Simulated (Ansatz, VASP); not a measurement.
## SrHf: VASP beside Ansatz

The input INCAR:

```
SYSTEM = SrHf
ALGO = Normal ; EDIFF = 1E-6
ENCUT = 500 ; GGA = PE
GGA_COMPAT = .False. ; ISIF = 2
ISMEAR = 0 ; LASPH = .True.
LCHARG = .False. ; LREAL = .False.
LWAVE = .False. ; NBANDS = 17
NELM = 120 ; PREC = Accurate
SIGMA = 0.1
```

The input KPOINTS:

```
k-points
0
Gamma
  6 6 6
  0 0 0
```

The input POSCAR:

```
SrHf
1.0
    0.0000000000      3.1542006800      3.1542006800
    3.1542006800      0.0000000000      3.1542006800
    3.1542006800      3.1542006800      0.0000000000
Sr Hf
1 1
Direct
    0.0000000000      0.0000000000      0.0000000000
    0.7500000000      0.7500000000      0.7500000000
```

Input for Ansatz:

```yaml
crystal:
  lattice:
    - [0.0, 3.15420068, 3.15420068]
    - [3.15420068, 0.0, 3.15420068]
    - [3.15420068, 3.15420068, 0.0]
  atoms:
    - { symbol: Sr, position: [0.0, 0.0, 0.0] }
    - { symbol: Hf, position: [0.75, 0.75, 0.75] }
basis:
  ecutwfc: 420
kpoints:
  mp_grid: { grid: [6, 6, 6] }
hamiltonian:
  xc: pbe
scf:
  occupations: { method: gaussian, width: 0.1 }
  lower_state_search: "off"
output:
  forces: true
  stress: true
  eigenvalues: true
```

Alike in both runs: task single point; functional PBE; k mesh 6 × 6 × 6; occupations gaussian, width 0.1 eV; no spin polarisation.

|  | VASP | Ansatz |
| --- | --- | --- |
| version | VASP 6.6.1 | Ansatz 0.2.0 |
| potentials or method | VASP PAW PBE potentials, release 64 (Sr_sv, Hf_pv), cutoff 500 eV | scalar-relativistic, plane waves, PAW |
| valence electrons in the cell | 20 | 36 |

|  | VASP | Ansatz | Ansatz less VASP |
| --- | --- | --- | --- |
| gap on the k mesh at the Fermi level (eV) | none | none | - |
| pressure (GPa) | 10.1 | 10.1 | -0.03 |

A gap of «none» marks a metal or a gap that the smearing closes. The functional is the same, so the differences come from potentials, cutoffs and numerics. VASP's potentials hold 20 valence electrons a cell and Ansatz's 36, so a difference there can come from the potentials and not from the codes.

Neither program's run includes spin-orbit coupling.
